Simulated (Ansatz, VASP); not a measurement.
**Two plane-wave programs on TiGeB4**

Contents of INCAR:

```
PREC     = Accurate       # precision mode
ENCUT    = 600            # plane-wave cutoff, eV
EDIFF    = 1E-6           # SCF threshold, eV
ISMEAR   = 0              # smearing method
SIGMA    = 0.1            # smearing width, eV
LREAL    = F              # projectors in reciprocal space
LASPH    = T              # aspherical terms in the spheres
NELM     = 80             # most SCF steps
ALGO     = Normal         # electronic algorithm
ISIF     = 3              # what is computed and relaxed
LWAVE    = F              # write WAVECAR
LCHARG   = F              # write CHGCAR
GGA      = CA             # functional
IBRION   = 2              # ionic algorithm
NSW      = 100            # ionic steps
EDIFFG   = -0.005         # ionic threshold
```

The input KPOINTS:

```
regular mesh
0
Gamma
  15 15 6
```

POSCAR

```
TiGeB4
1.0
    3.0050593445      0.0000000000      0.0000000000
   -1.5025296722      2.6024577322      0.0000000000
    0.0000000000      0.0000000000      7.0645413340
Ti Ge B
1 1 4
Direct
    0.0000000000      0.0000000000      0.0000000000
    0.0000000000      0.0000000000      0.5000000000
    0.3333333333      0.6666666667      0.7795243638
    0.3333333333      0.6666666667      0.2204756362
    0.6666666667      0.3333333333      0.7795243638
    0.6666666667      0.3333333333      0.2204756362
```

Input for Ansatz:

```yaml
crystal:
  lattice:
    - [3.0050593445, 0.0, 0.0]
    - [-1.5025296722, 2.6024577322, 0.0]
    - [0.0, 0.0, 7.064541334]
  atoms:
    - { symbol: Ti, position: [0.0, 0.0, 0.0] }
    - { symbol: Ge, position: [0.0, 0.0, 0.5] }
    - { symbol: B, position: [0.3333333333, 0.6666666667, 0.7795243638] }
    - { symbol: B, position: [0.3333333333, 0.6666666667, 0.2204756362] }
    - { symbol: B, position: [0.6666666667, 0.3333333333, 0.7795243638] }
    - { symbol: B, position: [0.6666666667, 0.3333333333, 0.2204756362] }
basis:
  ecutwfc: 420
kpoints:
  mp_grid: { grid: [15, 15, 6] }
hamiltonian:
  xc: lda
scf:
  occupations: { method: gaussian, width: 0.1 }
output:
  forces: true
  stress: true
  eigenvalues: true
relax:
  adjacent_minimum: "off"
  f_tol: 0.005
  max_steps: 80
  cell: { stress_tol: 0.05 }
```

Alike in both runs: task relaxation of cell and atoms; functional LDA; k mesh 15 × 15 × 6; occupations gaussian, width 0.1 eV; no spin polarisation.

|  | VASP | Ansatz |
| --- | --- | --- |
| version | VASP 6.6.1 | Ansatz 0.2.0 |
| potentials or method | VASP PAW LDA potentials, release 64 (Ti_sv, Ge_d, B), cutoff 600 eV | scalar-relativistic, plane waves, PAW |
| valence electrons in the cell | 38 | 38 |

Ansatz gave:

| Quantity | Value |
| --- | --- |
| gap on the k mesh at the Fermi level, each at its own relaxed structure (eV) | none |
| relaxed volume (Å³/atom) | 9.20 |
| relaxed cell length with the largest relative difference (Å) | 7.058 |

Q: What did VASP give for the same quantities?

A: gap on the k mesh at the Fermi level, each at its own relaxed structure (eV): none; relaxed volume (Å³/atom): 9.22; relaxed cell length with the largest relative difference (Å): 7.064.

LDA's correlation is that of Perdew and Zunger in VASP and of Perdew and Wang (1992) in Ansatz. A gap of «none» marks a metal or a gap that the smearing closes.
